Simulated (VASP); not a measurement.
Wanted: the native input for a VASP 6.6.1 run.

```
Task                   : single point
Functional             : PBE
Potentials or basis    : VASP PAW PBE potentials, release 64 (Ti_sv, O)
Cutoff                 : 520 eV
k mesh                 : 7 × 7 × 11
Occupations            : fermi-dirac, width 0.08 eV
Spin                   : no spin polarisation
Dipole correction      : no
Further INCAR settings : ALGO = Normal; EDIFF = 1e-06; NBANDS = 33
```

The structure of TiO2 (rutile type) lies in POSCAR:

```
TiO2
1.0
    4.6431724632      0.0000000000      0.0000000000
    0.0000000000      4.6431724632      0.0000000000
    0.0000000000      0.0000000000      2.9639873949
Ti O
2 4
Direct
    0.0000000000      0.0000000000      0.0000000000
    0.5000000000      0.5000000000      0.5000000000
    0.3051264454      0.3051264454      0.0000000000
    0.6948735546      0.6948735546      0.0000000000
    0.8051264454      0.1948735546      0.5000000000
    0.1948735546      0.8051264454      0.5000000000
```

These files were run (other wordings do the same):

INCAR

```
SYSTEM = TiO2
PREC     = Accurate       ! precision mode
ENCUT    = 520            ! plane-wave cutoff, eV
EDIFF    = 1E-6           ! SCF threshold, eV
ISMEAR   = -1             ! smearing method
SIGMA    = 0.08           ! smearing width, eV
LREAL    = .FALSE.        ! projectors in reciprocal space
LASPH    = .TRUE.         ! aspherical terms in the spheres
NELM     = 100            ! most SCF steps
ALGO     = Normal         ! electronic algorithm
ISIF     = 2              ! what is computed and relaxed
LWAVE    = .FALSE.        ! write WAVECAR
LCHARG   = .TRUE.         ! write CHGCAR
GGA      = PE             ! functional
LELF     = .TRUE.         ! ELF
LVHAR    = .TRUE.       
NBANDS   = 33             ! bands
```

KPOINTS

```
regular mesh
0
G
  7 7 11
  0 0 0
```

Potentials or basis: VASP PAW PBE potentials, release 64 (Ti_sv, O).

The run is started by

```sh
$ cat potpaw_PBE.64/Ti_sv/POTCAR potpaw_PBE.64/O/POTCAR > POTCAR
$ mpirun -np 1 vasp_std > vasp.out
```

It gave:

| Quantity | Value |
| --- | --- |
| Pressure | 0.7 GPa |
| Largest force | 0.028 eV/Å |
| Band gap on the k mesh | 1.83 eV, direct |

Run time: 2.6 min on 1 thread of AMD EPYC 7R43 64-Core Processor (Zen 3), with other jobs on the host, peak memory 0.19 GiB.
